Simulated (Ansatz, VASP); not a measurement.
# One calculation of AlNi2, two programs

```
CELL_PARAMETERS angstrom
3.97490 0.00000 0.00000
-1.98745 3.44236 0.00000
0.00000 0.00000 4.90604
ATOMIC_POSITIONS crystal
Al 0.33333 0.66667 0.21446
Al 0.66667 0.33333 0.78554
Ni 0.33333 0.66667 0.71811
Ni 0.66667 0.33333 0.28189
Ni 0.00000 0.00000 0.50000
Ni 0.00000 0.00000 0.00000
```

Change from the starting cell: mode 4 (128.2 1/cm) frozen in, largest displacement -0.150 Å.

Alike in both runs: task single point; functional PBEsol; k mesh 12 × 12 × 10; occupations gaussian, width 0.15 eV; no spin polarisation.

|  | VASP | Ansatz |
| --- | --- | --- |
| version | VASP 6.6.1 | Ansatz 0.2.0 |
| potentials or method | VASP PAW PBE potentials, release 64 (Al, Ni), cutoff 520 eV | scalar-relativistic, plane waves, PAW |
| valence electrons in the cell | 46 | 78 |

```tsv
	VASP	Ansatz	Ansatz less VASP
gap on the k mesh at the Fermi level (eV)	none	none	-
pressure (GPa)	1.0	0.8	-0.20
rms of the force components (eV/Å)	0.129	0.124	-0.0049
```

VASP's potentials were made for PBE, not for PBEsol. Atom by atom the forces differ by 0.005 eV/Å (rms over components). A gap of «none» marks a metal or a gap that the smearing closes. VASP's potentials hold 46 valence electrons a cell and Ansatz's 78, so a difference there can come from the potentials and not from the codes.
